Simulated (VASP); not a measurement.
Here is a VASP 6.6.1 calculation.

The input INCAR:

```
SYSTEM = Fe
ALGO = Normal ; EDIFF = 1E-6
ENCUT = 520 ; GGA = PE
ISIF = 2 ; ISMEAR = -1
LASPH = .True. ; LCHARG = .True.
LELF = .True. ; LREAL = .False.
LVHAR = .True. ; LWAVE = .False.
NBANDS = 15 ; NELM = 60
PREC = Accurate ; SIGMA = 0.08
```

File KPOINTS:

```
k-points
0
Gamma
  17 17 10
  0 0 0
```

File POSCAR:

```
Fe
1.0
    2.4502783040      0.0000000000      0.0000000000
   -1.2251391520      2.1220032576      0.0000000000
    0.0000000000      0.0000000000      3.8673784861
Fe
2
Direct
    0.3333333333      0.6666666667      0.2500000000
    0.6666666667      0.3333333333      0.7500000000
```

Potentials or basis: VASP PAW PBE potentials, release 64 (Fe).

The run is started by

```bash
$ cat potpaw_PBE.64/Fe/POTCAR > POTCAR
$ mpirun -np 1 vasp_std > vasp.out
```

Problem. Estimate the pressure.

Solution. 3.8 GPa.

Problem. Predict the band gap on the k mesh.

Solution. Zero (band 8 reaches 7.91 eV, above the bottom of band 9 at 6.06 eV).

Stress tensor (GPa, compression positive):
```
3.54 0.00 0.00
0.00 3.54 0.00
0.00 0.00 4.40
```

Caveat: the run has no spin polarisation, though such a crystal can be magnetic. Spin polarisation is off, so any magnetic state and its effect on volume and gap are missing.
